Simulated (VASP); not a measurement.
# Rb (Cmcm) in VASP: notebook

The runs below take Rb through relaxation of cell and atoms, with PBEsol.

All numbers are computed with VASP 6.6.1; they aren't measurements. Logs are shortened: lines on timing, memory, paths and dates and some standing lists are left out, and cuts for length are marked.

## 1. The cell of the first run

Symmetry: Cmcm, No. 63, orthorhombic system. Conventional cell: a = 4.965 Å, b = 8.673 Å, c = 8.040 Å, α = 90.00°, β = 90.00°, γ = 90.00°.

## 2. Relaxation of cell and atoms, PBEsol

Input file INCAR:

```
  PREC = Accurate
  ENCUT = 600
  EDIFF = 1E-6
  ISMEAR = 0
  SIGMA = 0.1
  LREAL = F
  LASPH = T
  NELM = 100
  ALGO = Normal
  ISIF = 3
  LWAVE = F
  LCHARG = F
  GGA = PS
  IBRION = 2
  NSW = 100
  EDIFFG = -0.005
```

Input file KPOINTS:

```
Automatic mesh
0
Gamma
  10 10 6
```

Input file POSCAR:

```
Rb
1.0
    2.4823436099     -4.3365099188      0.0000000000
    2.4823436099      4.3365099188      0.0000000000
    0.0000000000      0.0000000000      8.0402787377
Rb
2
Direct
    0.8349258781      0.1650741219      0.7500000000
    0.1650741219      0.8349258781      0.2500000000
```

Potentials or basis: VASP PAW PBE potentials, release 64 (Rb_sv).

Launch:

```
$ cat potpaw_PBE.64/Rb_sv/POTCAR > POTCAR
$ mpirun -np 1 vasp_std > vasp.out
```

OUTCAR:

```text
PREC = Accurate
   ENCUT = 600
   EDIFF = 1E-6
   ISMEAR = 0
   LREAL = F
   LASPH = T
   NELM = 100
   ISIF = 3
   GGA = PS
   IBRION = 2
   NSW = 100
   EDIFFG = -0.005

 ion  position               nearest neighbor table
   1  0.835  0.165  0.750-   2 4.94   2 4.94   2 4.95   2 4.95   2 4.95   2 4.95
   2  0.165  0.835  0.250-   1 4.94   1 4.94   1 4.95   1 4.95   1 4.95   1 4.95

  LATTYP: Found a base centered orthorhombic cell.
 ALAT       =     4.9646872198
 B/A-ratio  =     1.7469418422
 C/A-ratio  =     1.6194935112

  Lattice vectors:

 A1 = (   2.4823436099,  -4.3365099188,   0.0000000000)
 A2 = (   2.4823436099,   4.3365099188,   0.0000000000)
 A3 = (   0.0000000000,   0.0000000000,   8.0402787377)

Analysis of symmetry for initial positions (statically):
=====================================================================
 Subroutine PRICEL returns:
 Original cell was already a primitive cell.

 Routine SETGRP: Setting up the symmetry group for a
 base centered orthorhombic supercell.

 Subroutine GETGRP returns: Found  8 space group operations
 (whereof  4 operations were pure point group operations)
 out of a pool of  8 trial point group operations.

The static configuration has the point symmetry C_2h.
 The point group associated with its full space group is D_2h.

Analysis of symmetry for dynamics (positions and initial velocities):
=====================================================================
 Subroutine PRICEL returns:
 Original cell was already a primitive cell.

 Routine SETGRP: Setting up the symmetry group for a
 base centered orthorhombic supercell.

 Subroutine GETGRP returns: Found  8 space group operations
 (whereof  4 operations were pure point group operations)
 out of a pool of  8 trial point group operations.

The dynamic configuration has the point symmetry C_2h.
 The point group associated with its full space group is D_2h.

 Subroutine INISYM returns: Found  8 space group operations
 (whereof  4 operations are pure point group operations),
 and found     1 'primitive' translations

----------------------------------------------------------------------------------------

                                     Primitive cell

  volume of cell :     173.1025

  direct lattice vectors                    reciprocal lattice vectors
     2.482343610 -4.336509919  0.000000000     0.201422558 -0.115300094  0.000000000
     2.482343610  4.336509919  0.000000000     0.201422558  0.115300094  0.000000000
     0.000000000  0.000000000  8.040278738     0.000000000  0.000000000  0.124373798

  length of vectors
     4.996733741  4.996733741  8.040278738     0.232088687  0.232088687  0.124373798

  position of ions in fractional coordinates (direct lattice)
     0.834925878  0.165074122  0.750000000
     0.165074122  0.834925878  0.250000000

  ion indices of the primitive-cell ions
   primitive index   ion index
                 1           1
                 2           2

----------------------------------------------------------------------------------------

 KPOINTS: Automatic mesh

Automatic generation of k-mesh.
 Grid dimensions read from file:
 generate k-points for:   10   10    6

 Generating k-lattice:

  Cartesian coordinates                     Fractional coordinates (reciprocal lattice)
     0.020142256 -0.011530009  0.000000000     0.100000000  0.000000000  0.000000000
     0.020142256  0.011530009  0.000000000     0.000000000  0.100000000  0.000000000
     0.000000000  0.000000000  0.020728966     0.000000000  0.000000000  0.166666667

  Length of vectors
     0.023208869  0.023208869  0.020728966
[... 64 lines left out ...]
   PSTRESS=    0.0 pullay stress
   NELECT =      18.0000    total number of electrons
   NUPDOWN=      -1.0000    fix difference up-down
   EMIN   =  10.00;   EMAX   =-10.00  energy-range for DOS
   EFERMI =   0.00;   METHOD = LEGACY
   ISMEAR =     0;   SIGMA  =   0.10  broadening in eV -4-tet -1-fermi 0-gaus
   EFERMI_NEDOS =   21; number of points for ismear=-14 and -15
   IALGO  =     38    algorithm
   IMIX   =      4    mixing-type and parameters
     AMIX     =   0.40;   BMIX     =  1.00
     AMIX_MAG =   1.60;   BMIX_MAG =  1.00
  volume/ion in A,a.u.               =      86.55       584.08
  Fermi-wavevector in a.u.,A,eV,Ry     =   0.769835  1.454778  8.063446  0.592647
  Thomas-Fermi vector in A             =   1.870910
   LORBIT       =      0    0 simple, 1 ext, 2 COOP (PROOUT), +10 PAW based schemes
   GGA     = PS    functional components
   LHFCALC =     F    Hartree Fock is set to
   AEXX    =    0.0000 exact exchange contribution
   IVDW    =     0    specifies the selected vdW correction
   LEPSILON=     F    determine dielectric tensor
   LRPA    =     F    only Hartree local field effects (RPA)
 conjugate gradient relaxation of ions
 non-spin polarized calculation
 Gauss-broadening in eV      SIGMA  =   0.10
  energy-cutoff  :      600.00
  volume of cell :      173.10
 maximum number of plane-waves:      5806
   NGX = 19   NGY = 19   NGZ = 33

--------------------------------------- Ionic step        1  -------------------------------------------

 number of electron      18.0000000 magnetization

 Free energy of the ion-electron system (eV)
  ---------------------------------------------------
  ext. energy  EPLUGINS =         0.00000000
  ---------------------------------------------------
  free energy    TOTEN  =        -2.05671334 eV

  energy without entropy =       -2.04817637  energy(sigma->0) =       -2.05244485

------------------------ aborting loop because EDIFF is reached ----------------------------------------

  FORCE on cell =-STRESS in cart. coord.  units (eV):
  Direction    XX          YY          ZZ          XY          YZ          ZX
  --------------------------------------------------------------------------------------
  -------------------------------------------------------------------------------------
  Total        0.0125093     -0.0028497      0.0054485      0.0000000      0.0000000      0.0000000
  in kB        0.1157820     -0.0263760      0.0504298      0.0000000      0.0000000      0.0000000
  external PRESSURE =       0.0466119 kB  Pullay stress =       0.0000000 kB

 VOLUME and BASIS-vectors are now :
 -----------------------------------------------------------------------------
  energy-cutoff  :      600.00
  volume of cell :      173.10
      direct lattice vectors                 reciprocal lattice vectors
     2.482343610 -4.336509919  0.000000000     0.201422558 -0.115300094  0.000000000
     2.482343610  4.336509919  0.000000000     0.201422558  0.115300094  0.000000000
     0.000000000  0.000000000  8.040278738     0.000000000  0.000000000  0.124373798

 POSITION                                       TOTAL-FORCE (eV/Angst)
 -----------------------------------------------------------------------------------
      2.48234     -2.90482      6.03021         0.000000     -0.000122      0.000000
      2.48234      2.90482      2.01007         0.000000      0.000122     -0.000000
 -----------------------------------------------------------------------------------
    total drift:                               -0.000000     -0.000000     -0.000000

  FREE ENERGIE OF THE ION-ELECTRON SYSTEM (eV)
  ---------------------------------------------------
  free  energy   TOTEN  =        -2.0567133367 eV

  energy  without entropy=       -2.0481763732  energy(sigma->0) =       -2.05244485

--------------------------------------- Ionic step        2  -------------------------------------------

 number of electron      18.0000000 magnetization

 Free energy of the ion-electron system (eV)
  ---------------------------------------------------
  ext. energy  EPLUGINS =         0.00000000
  ---------------------------------------------------
  free energy    TOTEN  =        -2.05671807 eV

  energy without entropy =       -2.04818009  energy(sigma->0) =       -2.05244908

 E-fermi :   0.0384     XC(G=0):  -5.6453

 val. band max:        0.0381750093   @ k =  -0.4000   0.4000   0.5000
 cond. band min:       0.0540799678   @ k =   0.4000   0.0000   0.5000
 fundamental gap:      0.0159049586
 Fermi energy:         0.0383884722

 k-point     1 :       0.0000    0.0000    0.0000
  band No.  band energies     occupation
      1     -28.7664      2.00000
      2     -28.7613      2.00000
      3     -12.9250      2.00000
      4     -12.8274      2.00000
      5     -12.8256      2.00000
      6     -12.8102      2.00000
      7     -12.8097      2.00000
      8     -12.8080      2.00000
      9      -1.9868      2.00000
     10       0.2078      0.01661
     11       0.7837      0.00000
     12       3.5109      0.00000
     13       3.5872      0.00000
[... 354 lines left out ...]
  band No.  band energies     occupation
      1     -28.7608      2.00000
      2     -28.7602      2.00000
      3     -12.8942      2.00000
      4     -12.8800      2.00000
      5     -12.8715      2.00000
      6     -12.8610      2.00000
      7     -12.8540      2.00000
      8     -12.8469      2.00000
      9       0.3679      0.00000
     10       0.9746      0.00000
     11       1.0477      0.00000
     12       1.5862      0.00000
     13       2.3748      0.00000

 [... further k-points ...]

------------------------ aborting loop because EDIFF is reached ----------------------------------------

  FORCE on cell =-STRESS in cart. coord.  units (eV):
  Direction    XX          YY          ZZ          XY          YZ          ZX
  --------------------------------------------------------------------------------------
  -------------------------------------------------------------------------------------
  Total        0.0092661     -0.0086948      0.0012066      0.0000000      0.0000000      0.0000000
  in kB        0.0857326     -0.0804468      0.0111641      0.0000000      0.0000000      0.0000000
  external PRESSURE =       0.0054833 kB  Pullay stress =       0.0000000 kB

 VOLUME and BASIS-vectors are now :
 -----------------------------------------------------------------------------
  energy-cutoff  :      600.00
  volume of cell :      173.17
      direct lattice vectors                 reciprocal lattice vectors
     2.483092636 -4.336211831  0.000000000     0.201361799 -0.115308020  0.000000000
     2.483092636  4.336211831 -0.000000000     0.201361799  0.115308020 -0.000000000
     0.000000000  0.000000000  8.041335439     0.000000000  0.000000000  0.124357454

 POSITION                                       TOTAL-FORCE (eV/Angst)
 -----------------------------------------------------------------------------------
      2.48309     -2.90463      6.03100         0.000000     -0.000025      0.000000
      2.48309      2.90463      2.01033         0.000000      0.000025     -0.000000
 -----------------------------------------------------------------------------------
    total drift:                               -0.000000     -0.000000     -0.000000

  FREE ENERGIE OF THE ION-ELECTRON SYSTEM (eV)
  ---------------------------------------------------
  free  energy   TOTEN  =        -2.0567180727 eV

  energy  without entropy=       -2.0481800856  energy(sigma->0) =       -2.05244908

 reached required accuracy - stopping structural energy minimisation
```

Wall time 4 min (1 thread of Intel Xeon Platinum 8375C at 2.90GHz (Ice Lake), shared host); peak memory 0.52 GiB.

What came out:

```
Free energy                            : -2.0567 eV
Relaxed volume                         : 86.58 Å³/atom
Relaxed cell                           : a = 4.997 Å, b = 4.997 Å, c = 8.041 Å, α = 90.00°, β = 90.00°, γ = 120.41°
Space group after relaxing (to 0.05 Å) : Cmcm (No. 63)
Energy gained by relaxing              : 0.0 meV/atom
Ionic steps                            : 2
Pressure after relaxing                : 0.0 GPa
Band gap on the k mesh                 : zero (band 9 reaches 0.86 eV, above the bottom of band 10 at -1.27 eV)
```

Final structure:
```xyz
2
Lattice="2.4831 -4.3362 0.0000 2.4831 4.3362 0.0000 0.0000 0.0000 8.0413" Properties=species:S:1:pos:R:3 pbc="T T T"
Rb    2.4831   -2.9046    6.0310
Rb    2.4831    2.9046    2.0103
```

Caveat: the PAW data sets were made with another functional, which shifts forces and pressure a little.

## 3. Relaxation of cell and atoms, PBEsol

This run uses another cell than the first one, of 95.31 Å³/atom, 1.101 times its volume.

Input file INCAR:

```
SYSTEM = Rb
ALGO = Normal
EDIFF = 1E-6
EDIFFG = -0.005
ENCUT = 600
GGA = PS
IBRION = 2
ISIF = 3
ISMEAR = 0
LASPH = .TRUE.
LCHARG = .FALSE.
LREAL = .FALSE.
LWAVE = .FALSE.
NELM = 100
NSW = 100
PREC = Accurate
SIGMA = 0.1
```

Input file KPOINTS:

```
k-points
0
G
  10 10 6
  0 0 0
```

Input file POSCAR:

```
Rb
1.0
    2.5381762600     -4.4447189800      0.0000000000
    2.5381762600      4.4447189800      0.0000000000
    0.0000000000      0.0000000000      8.4480028000
Rb
2
Direct
    0.8397112600      0.1602887400      0.7500000000
    0.1602887400      0.8397112600      0.2500000000
```

Potentials or basis: VASP PAW PBE potentials, release 64 (Rb_sv).

Launch:

```
$ cat potpaw_PBE.64/Rb_sv/POTCAR > POTCAR
$ mpirun -np 1 vasp_std > vasp.out
```

Run time: 30 min. Hardware: 1 thread of Intel Xeon Platinum 8375C at 2.90GHz (Ice Lake), shared host; peak memory 0.59 GiB.

It converged, with:

| Quantity | Value |
| --- | --- |
| Free energy | -2.0567 eV |
| Relaxed volume | 86.49 Å³/atom |
| Relaxed cell | a = 5.002 Å, b = 5.002 Å, c = 8.038 Å, α = 90.00°, β = 90.00°, γ = 120.66° |
| Space group after relaxing (to 0.05 Å) | Cmcm (No. 63) |
| Energy gained by relaxing | 7.2 meV/atom |
| Ionic steps | 10 |
| Pressure after relaxing | 0.0 GPa |
| Largest force after relaxing | 0.004 eV/Å |
| Band gap on the k mesh | zero (band 9 reaches 0.87 eV, above the bottom of band 10 at -1.27 eV) |

Forces on the atoms (eV/Å):
```
Rb   0.000  0.004  0.000
Rb   0.000 -0.004  0.000
```

The path:
```
step  energy change (eV)  largest force (eV/Å)  pressure (GPa)  volume (Å³)
   1              0.0000                0.0041           -0.23       190.61
   2             -0.0051                0.0041           -0.19       186.84
   3             -0.0123                0.0043           -0.09       179.12
   4             -0.0097                0.0045            0.17       164.31
   5             -0.0141                0.0044            0.00       173.58
   6             -0.0141                0.0044            0.00       173.24
   7             -0.0141                0.0044            0.01       172.80
   8             -0.0142                0.0045            0.00       172.84
   9             -0.0144                0.0040            0.01       172.94
  10             -0.0144                0.0040            0.01       172.99
```

Final structure:
```cif
data_structure
_symmetry_space_group_name_H-M 'P 1'
_symmetry_Int_Tables_number 1
_cell_length_a 5.0020
_cell_length_b 5.0020
_cell_length_c 8.0380
_cell_angle_alpha 90.000
_cell_angle_beta 90.000
_cell_angle_gamma 120.664
_cell_volume 172.99
loop_
_atom_site_label
_atom_site_type_symbol
_atom_site_fract_x
_atom_site_fract_y
_atom_site_fract_z
_atom_site_occupancy
Rb1 Rb 0.83936 0.16064 0.75000 1
Rb2 Rb 0.16064 0.83936 0.25000 1
```

Levels at points of the mesh, in eV from the Fermi level:
```tsv
k point	band 5	band 6	band 7	band 8	band 9	band 10	band 11	band 12	band 13
(0.00, 0.00, 0.00)	-12.86	-12.85	-12.85	-12.85	-2.03	0.17	0.75	3.44	3.65
(0.50, 0.00, 0.00)	-12.91	-12.89	-12.87	-12.86	0.04	0.34	1.31	1.55	2.19
(0.50, 0.50, 0.00)	-12.91	-12.89	-12.88	-12.86	0.03	0.28	1.35	1.59	2.06
(0.00, 0.00, 0.50)	-12.86	-12.86	-12.86	-12.86	-1.31	-1.31	2.41	2.41	3.51
(0.50, 0.00, 0.50)	-12.88	-12.88	-12.87	-12.87	0.42	0.42	0.96	0.96	2.57
(0.50, 0.50, 0.50)	-12.88	-12.88	-12.87	-12.87	0.38	0.38	0.94	0.94	2.55
```

Caveat: the PAW data sets were made with another functional, which shifts forces and pressure a little.
